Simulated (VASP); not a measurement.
Here is a VASP 6.6.1 calculation.

Contents of INCAR:

```
PREC = Accurate
ENCUT = 600
EDIFF = 1E-7
ISMEAR = 0
SIGMA = 0.1
LREAL = F
LASPH = T
NELM = 100
ALGO = Normal
ISIF = 3
LWAVE = F
LCHARG = F
GGA = PE
IBRION = 2
NSW = 90
EDIFFG = -0.04
```

File KPOINTS:

```
Automatic mesh
0
Gamma
  4 4 6
```

Contents of POSCAR:

```
GaBiSe2
1.0
    5.2921607300      0.0000000000      0.0000000000
    0.0000000000      5.2921607300      0.0000000000
    0.0000000000      0.0000000000      3.1033136200
Ga Bi Se
1 1 2
Direct
    0.0000000000      0.0000000000      0.0000000000
    0.5000000000      0.5000000000      0.5000000000
    0.5000000000      0.0000000000      0.0000000000
    0.0000000000      0.5000000000      0.0000000000
```

Potentials or basis: VASP PAW PBE potentials, release 64 (Ga_d, Bi_d, Se).

Command:

```bash
$ cat potpaw_PBE.64/Ga_d/POTCAR potpaw_PBE.64/Bi_d/POTCAR potpaw_PBE.64/Se/POTCAR > POTCAR
$ mpirun -np 1 vasp_std > vasp.out
```

Task: What does it give for the band gap on the k mesh?

Result: Zero (bands 20 and 21 overlap by 2.62 eV).

Task: Estimate the relaxed cell.

Result: a = 5.219 Å, b = 5.219 Å, c = 3.796 Å, α = 90.00°, β = 90.00°, γ = 90.00°.

Task: Estimate the relaxed volume.

Result: 25.84 Å³/atom.

Task: What does it give for the space group after relaxing (to 0.1 Å)?

Result: P4/mmm (No. 123).

Final structure:
```yaml
crystal:
  lattice:
    - [5.21854, 0.00000, 0.00000]
    - [0.00000, 5.21854, 0.00000]
    - [0.00000, 0.00000, 3.79595]
  atoms:
    - { symbol: Ga, position: [0.00000, 0.00000, 0.00000] }
    - { symbol: Bi, position: [0.50000, 0.50000, 0.50000] }
    - { symbol: Se, position: [0.50000, 0.00000, 0.00000] }
    - { symbol: Se, position: [0.00000, 0.50000, 0.00000] }
```

Caveat: the volume moved by over 15 % at a fixed basis, so the end points are rough; spin-orbit coupling is left out, which moves the levels of the heavy elements.
